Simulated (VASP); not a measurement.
Zn3CdPt, 5 atoms in the cell. The structure is cubic, space group Pm-3m (No. 221). Conventional cell: a = 4.873 Å, b = 4.873 Å, c = 4.873 Å, α = 90.00°, β = 90.00°, γ = 90.00°. Zn (site symmetry 4/mmm) has 2 Pt at 2.44 Å within 3.2 Å. Cd (site symmetry m-3m) has 12 Zn at 3.45 Å and 8 Pt at 4.22 Å within 4.5 Å. Within 3.2 Å of Pt (site symmetry m-3m) lie 6 Zn at 2.44 Å. The cell was built from a structure type or drawn by symmetry, and may not be a known phase.

* Program: VASP 6.6.1
* Task: single point
* Functional: PBE
* Potentials or basis: VASP PAW PBE potentials, release 64 (Zn, Cd, Pt)
* Cutoff: 520 eV
* k mesh: 8 × 8 × 8
* Occupations: gaussian, width 0.1 eV
* Spin: no spin polarisation
* Dipole correction: no
* Further INCAR settings: ALGO = Normal; EDIFF = 1e-07; NBANDS = 37

Potentials or basis: VASP PAW PBE potentials, release 64 (Zn, Cd, Pt).

The run is started by

```bash
$ cat potpaw_PBE.64/Zn/POTCAR potpaw_PBE.64/Cd/POTCAR potpaw_PBE.64/Pt/POTCAR > POTCAR
$ mpirun -np 1 vasp_std > vasp.out
```

Hardware: 1 thread of AMD EPYC 9R45 96-Core Processor (Zen 5), with other jobs on the host.

Q: How long does it take, and how much memory?

A: Wall time 66 s on 1 thread of AMD EPYC 9R45 96-Core Processor (Zen 5), on a shared host, peak memory 0.27 GiB. Counts: scf iterations 14, k points 35.
